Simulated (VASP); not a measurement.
# TaN in VASP: relaxation of the atoms with PBE

Aim: the relaxation of the atoms of TaN with PBE.

Everything below comes from runs of VASP 6.6.1. Logs are shortened: lines on timing, memory, paths and dates and some standing lists are left out, and cuts for length are marked.

## (1) The cell of the first run

The cell holds a slab with vacuum, 6 atoms: a = 3.123 Å, b = 3.123 Å, c = 18.416 Å, α = 90.00°, β = 90.00°, γ = 90.00°.

## (2) Relaxation of the atoms, PBE

Input file INCAR:

```
SYSTEM = TaN
PREC     = Accurate       ! precision mode
ENCUT    = 520            ! plane-wave cutoff, eV
EDIFF    = 1E-6           ! SCF threshold, eV
ISMEAR   = 0              ! smearing method
SIGMA    = 0.1            ! smearing width, eV
LREAL    = .FALSE.        ! projectors in reciprocal space
LASPH    = .TRUE.         ! aspherical terms in the spheres
NELM     = 100            ! most SCF steps
ALGO     = Normal         ! electronic algorithm
ISIF     = 2              ! what is computed and relaxed
LWAVE    = .FALSE.        ! write WAVECAR
LCHARG   = .FALSE.        ! write CHGCAR
LDIPOL   = .TRUE.       
IDIPOL   = 3            
DIPOL    = 0.5 0.5 0.500
GGA      = PE             ! functional
IBRION   = 2              ! ionic algorithm
NSW      = 70             ! ionic steps
EDIFFG   = -0.03          ! ionic threshold
```

Input file KPOINTS:

```
Automatic mesh
0
G
  9 9 1
  0 0 0
```

Input file POSCAR:

```
TaN
1.0
    3.1228193035      0.0000000000      0.0000000000
    0.0000000000      3.1228193035      0.0000000000
    0.0000000000      0.0000000000     18.4163334119
Ta N
3 3
Selective dynamics
Direct
    0.0000000000      0.0000000000      0.3800973757  F F F
    0.5000000000      0.5000000000      0.5000000000  T T T
    0.0000000000      0.0000000000      0.6199026243  T T T
    0.5000000000      0.5000000000      0.3800973757  F F F
    0.0000000000      0.0000000000      0.5000000000  T T T
    0.5000000000      0.5000000000      0.6199026243  T T T
```

Potentials or basis: VASP PAW PBE potentials, release 64 (Ta_pv, N).

Started as:

```sh
$ cat potpaw_PBE.64/Ta_pv/POTCAR potpaw_PBE.64/N/POTCAR > POTCAR
$ mpirun -np 1 vasp_std > vasp.out
```

OUTCAR:

```text
SYSTEM = TaN
   PREC = Accurate
   ENCUT = 520
   EDIFF = 1E-6
   ISMEAR = 0
   LREAL = .FALSE.
   LASPH = .TRUE.
   NELM = 100
   ISIF = 2
   GGA = PE
   IBRION = 2
   NSW = 70
   EDIFFG = -0.03

 ion  position               nearest neighbor table
   1  0.000  0.000  0.380-   4 2.21   4 2.21   4 2.21   4 2.21   5 2.21   2 3.12   2 3.12   2 3.12
                             2 3.12
   2  0.500  0.500  0.500-   5 2.21   5 2.21   5 2.21   5 2.21   6 2.21   4 2.21   3 3.12   3 3.12
                             1 3.12   3 3.12   1 3.12   1 3.12   3 3.12   1 3.12
   3  0.000  0.000  0.620-   6 2.21   6 2.21   6 2.21   6 2.21   5 2.21   2 3.12   2 3.12   2 3.12
                             2 3.12
   4  0.500  0.500  0.380-   1 2.21   1 2.21   1 2.21   1 2.21   2 2.21
   5  0.000  0.000  0.500-   2 2.21   2 2.21   2 2.21   2 2.21   3 2.21   1 2.21
   6  0.500  0.500  0.620-   3 2.21   3 2.21   3 2.21   3 2.21   2 2.21

  LATTYP: Found a simple tetragonal cell.
 ALAT       =     3.1228193035
 C/A-ratio  =     5.8973419920

  Lattice vectors:

 A1 = (   3.1228193035,   0.0000000000,   0.0000000000)
 A2 = (   0.0000000000,   3.1228193035,   0.0000000000)
 A3 = (   0.0000000000,   0.0000000000,  18.4163334119)

Analysis of symmetry for initial positions (statically):
=====================================================================
 Subroutine PRICEL returns:
 Original cell was already a primitive cell.

 Routine SETGRP: Setting up the symmetry group for a
 simple tetragonal supercell.

 Subroutine GETGRP returns: Found 16 space group operations
 (whereof 16 operations were pure point group operations)
 out of a pool of 16 trial point group operations.

The static configuration has the point symmetry D_4h.

Analysis of symmetry for dynamics (positions and initial velocities):
=====================================================================
 Subroutine PRICEL returns:
 Original cell was already a primitive cell.

 Routine SETGRP: Setting up the symmetry group for a
 simple tetragonal supercell.

 Subroutine GETGRP returns: Found 16 space group operations
 (whereof 16 operations were pure point group operations)
 out of a pool of 16 trial point group operations.

The dynamic configuration has the point symmetry D_4h.

Analysis of constrained symmetry for selective dynamics:
=====================================================================
 Subroutine PRICEL returns:
 Original cell was already a primitive cell.

 Routine SETGRP: Setting up the symmetry group for a
 simple tetragonal supercell.

 Subroutine GETGRP returns: Found  8 space group operations
 (whereof  8 operations were pure point group operations)
 out of a pool of 16 trial point group operations.

The constrained configuration has the point symmetry C_4v.

 Subroutine INISYM returns: Found  8 space group operations
 (whereof  8 operations are pure point group operations),
 and found     1 'primitive' translations

----------------------------------------------------------------------------------------

                                     Primitive cell

  volume of cell :     179.5961

  direct lattice vectors                    reciprocal lattice vectors
     3.122819304  0.000000000  0.000000000     0.320223459  0.000000000  0.000000000
     0.000000000  3.122819304  0.000000000     0.000000000  0.320223459  0.000000000
     0.000000000  0.000000000 18.416333412     0.000000000  0.000000000  0.054299625

  length of vectors
     3.122819304  3.122819304 18.416333412     0.320223459  0.320223459  0.054299625

[... 62 lines left out ...]
   total plane-waves  NPLWV =  80640
   dimension x,y,z NGX =    24 NGY =   24 NGZ =  140
   dimension x,y,z NGXF=    48 NGYF=   48 NGZF=  280
   ions per type =               3   3
   NGX,Y,Z   is equivalent  to a cutoff of  12.78, 12.78, 12.64 a.u.
   NGXF,Y,Z  is equivalent  to a cutoff of  25.55, 25.55, 25.28 a.u.
 SYSTEM =  TaN
   PREC   = accura    normal or accurate (medium, high low for compatibility)
   ISTART =      0    job   : 0-new  1-cont  2-samecut
   ICHARG =      2    charge: 1-file 2-atom 10-const
   ISPIN  =      1    spin polarized calculation?
   LNONCOLLINEAR =      F non collinear calculations
   LSORBIT =      F    spin-orbit coupling
   LASPH  =      T    aspherical Exc in radial PAW
   ENCUT  =  520.0 eV  38.22 Ry    6.18 a.u.   5.81  5.81 34.24*2*pi/ulx,y,z
   NELM   =    100;   NELMIN=  2; NELMDL= -5     # of ELM steps
   EDIFF  = 0.1E-05   stopping-criterion for ELM
   LREAL  =      F    real-space projection
   EDIFFG = -.3E-01   stopping-criterion for IOM
   NSW    =     70    number of steps for IOM
   IBRION =      2    ionic relax: 0-MD 1-quasi-New 2-CG
   NFREE  =      1    steps in history (QN), initial steepest desc. (CG)
   ISIF   =      2    stress and relaxation
   ISYM   =      2    0-nonsym 1-usesym 2-fastsym
   POTIM  = 0.5000    time-step for ionic-motion
   TEBEG  =    0.0;   TEEND  =   0.0 temperature during run
   PSTRESS=    0.0 pullay stress
   NELECT =      48.0000    total number of electrons
   NUPDOWN=      -1.0000    fix difference up-down
   EMIN   =  10.00;   EMAX   =-10.00  energy-range for DOS
   EFERMI =   0.00;   METHOD = LEGACY
   ISMEAR =     0;   SIGMA  =   0.10  broadening in eV -4-tet -1-fermi 0-gaus
   EFERMI_NEDOS =   21; number of points for ismear=-14 and -15
   IALGO  =     38    algorithm
   IMIX   =      4    mixing-type and parameters
     AMIX     =   0.40;   BMIX     =  1.00
     AMIX_MAG =   1.60;   BMIX_MAG =  1.00
  volume/ion in A,a.u.               =      29.93       202.00
  Fermi-wavevector in a.u.,A,eV,Ry     =   1.054524  1.992761 15.129950  1.112020
  Thomas-Fermi vector in A             =   2.189687
   LORBIT       =      0    0 simple, 1 ext, 2 COOP (PROOUT), +10 PAW based schemes
   GGA     = PE    functional components
   LHFCALC =     F    Hartree Fock is set to
   AEXX    =    0.0000 exact exchange contribution
   IVDW    =     0    specifies the selected vdW correction
   LEPSILON=     F    determine dielectric tensor
   LRPA    =     F    only Hartree local field effects (RPA)
 conjugate gradient relaxation of ions
 non-spin polarized calculation
 Gauss-broadening in eV      SIGMA  =   0.10
  energy-cutoff  :      520.00
  volume of cell :      179.60
 maximum number of plane-waves:      4864
 NGX is ok and might be reduce to    24
   NGX = 11   NGY = 11   NGZ = 69

--------------------------------------- Ionic step        1  -------------------------------------------

 number of electron      48.0000001 magnetization

 Free energy of the ion-electron system (eV)
  ---------------------------------------------------
  ext. energy  EPLUGINS =         0.00000000
  ---------------------------------------------------
  free energy    TOTEN  =       -63.51020639 eV

  energy without entropy =      -63.47272999  energy(sigma->0) =      -63.49146819

------------------------ aborting loop because EDIFF is reached ----------------------------------------

  FORCE on cell =-STRESS in cart. coord.  units (eV):
  Direction    XX          YY          ZZ          XY          YZ          ZX
  --------------------------------------------------------------------------------------
  -------------------------------------------------------------------------------------
  Total       -8.4212284     -8.4212284      0.0488882      0.0000000      0.0000000     -0.0000000
  in kB      -75.1258069    -75.1258069      0.4361314      0.0000000      0.0000000     -0.0000000
  external PRESSURE =     -49.9384941 kB  Pullay stress =       0.0000000 kB
[... 61 lines left out ...]
  FREE ENERGIE OF THE ION-ELECTRON SYSTEM (eV)
  ---------------------------------------------------
  free  energy   TOTEN  =       -63.6929530586 eV

  energy  without entropy=      -63.6626140828  energy(sigma->0) =      -63.67778357

 dipolmoment           0.000000      0.000000      0.006999 electrons x Angstroem

--------------------------------------- Ionic step        3  -------------------------------------------

 number of electron      48.0000001 magnetization

------------------------ aborting loop because EDIFF is reached ----------------------------------------
[... 117 lines left out ...]
 number of electron      48.0000001 magnetization

------------------------ aborting loop because EDIFF is reached ----------------------------------------

 vacuum level on the upper side and lower side of the slab       (xc-potential included)        -0.446         0.010

  FORCE on cell =-STRESS in cart. coord.  units (eV):
  Direction    XX          YY          ZZ          XY          YZ          ZX
  --------------------------------------------------------------------------------------
  -------------------------------------------------------------------------------------
  Total       -8.4448939     -8.4448939      0.1401752      0.0000000      0.0000000      0.0000000
  in kB      -75.3369269    -75.3369269      1.2505037      0.0000000      0.0000000      0.0000000
  external PRESSURE =     -49.8077834 kB  Pullay stress =       0.0000000 kB
[... 107 lines left out ...]
--------------------------------------- Ionic step        9  -------------------------------------------

 number of electron      48.0000001 magnetization

 dipolmoment           0.000000      0.000000     -0.025369 electrons x Angstroem

 Free energy of the ion-electron system (eV)
  ---------------------------------------------------
  ext. energy  EPLUGINS =         0.00000000
  ---------------------------------------------------
  free energy    TOTEN  =       -63.78501414 eV

  energy without entropy =      -63.76642723  energy(sigma->0) =      -63.77572069

 E-fermi :   1.0411     XC(G=0):  -5.9654

 val. band max:        1.0246800871   @ k =   0.3333   0.0000   0.0000
 cond. band min:       1.0868558596   @ k =   0.4444   0.2222   0.0000
 fundamental gap:      0.0621757725
 Fermi energy:         1.0411194392

 k-point     1 :       0.0000    0.0000    0.0000
  band No.  band energies     occupation
      1     -35.2589      2.00000
      2     -35.0774      2.00000
      3     -34.9125      2.00000
      4     -34.9125      2.00000
      5     -34.7294      2.00000
      6     -34.7294      2.00000
[... 454 lines left out ...]
     27       3.9634      0.00000
     28       4.1196      0.00000

------------------------ aborting loop because EDIFF is reached ----------------------------------------

 vacuum level on the upper side and lower side of the slab       (xc-potential included)        -0.491        -0.060

  FORCE on cell =-STRESS in cart. coord.  units (eV):
  Direction    XX          YY          ZZ          XY          YZ          ZX
  --------------------------------------------------------------------------------------
  -------------------------------------------------------------------------------------
  Total       -8.4723072     -8.4723072      0.0998876      0.0000000      0.0000000     -0.0000000
  in kB      -75.5814808    -75.5814808      0.8910977      0.0000000      0.0000000     -0.0000000
  external PRESSURE =     -50.0906213 kB  Pullay stress =       0.0000000 kB
[... 21 lines left out ...]
  FREE ENERGIE OF THE ION-ELECTRON SYSTEM (eV)
  ---------------------------------------------------
  free  energy   TOTEN  =       -63.7850141402 eV

  energy  without entropy=      -63.7664272311  energy(sigma->0) =      -63.77572069

 reached required accuracy - stopping structural energy minimisation

 vacuum level on the upper side and lower side of the slab         4.182         4.633
```

It took 6.3 min on 1 thread of AMD EPYC 7R43 (Zen 3), shared host; peak memory 0.26 GiB.

Results:

```
Free energy               : -63.7850 eV
Energy gained by relaxing : 45.8 meV/atom
Ionic steps               : 9
Band gap on the k mesh    : zero (bands 24 and 25 overlap by 1.63 eV)
```

The path:
```
step  energy change (eV)  largest force on free atoms (eV/Å)  pressure (GPa)
   1              0.0000                              1.5845           -4.99
   2             -0.1827                              0.8328           -4.89
   3             -0.2384                              0.8346           -4.61
   4             -0.2700                              0.2467           -4.90
   5             -0.2731                              0.1698           -4.98
   6             -0.2746                              0.0507           -4.98
   7             -0.2747                              0.0434           -4.98
   8             -0.2747                              0.0421           -4.97
   9             -0.2748                              0.0182           -5.01
```

Final structure:
```xyz
6
Lattice="3.1228 0.0000 0.0000 0.0000 3.1228 0.0000 0.0000 0.0000 18.4163" Properties=species:S:1:pos:R:3 pbc="T T T"
Ta    0.0000    0.0000    7.0000
Ta    1.5614    1.5614    9.2432
Ta    0.0000    0.0000   11.2781
N     1.5614    1.5614    7.0000
N     0.0000    0.0000    9.1400
N     1.5614    1.5614   11.5943
```

Levels at points of the mesh, in eV from the Fermi level:
```
           k point  band 20  band 21  band 22  band 23  band 24  band 25  band 26  band 27  band 28
(0.00, 0.00, 0.00)    -3.58    -3.50    -3.19    -3.19    -2.12    -0.92    -0.92    -0.66     0.51
```

Caveat: spin-orbit coupling is left out, which moves the levels of the heavy elements.

The gap in the log of VASP goes by the Fermi energy; the results here count the filled bands.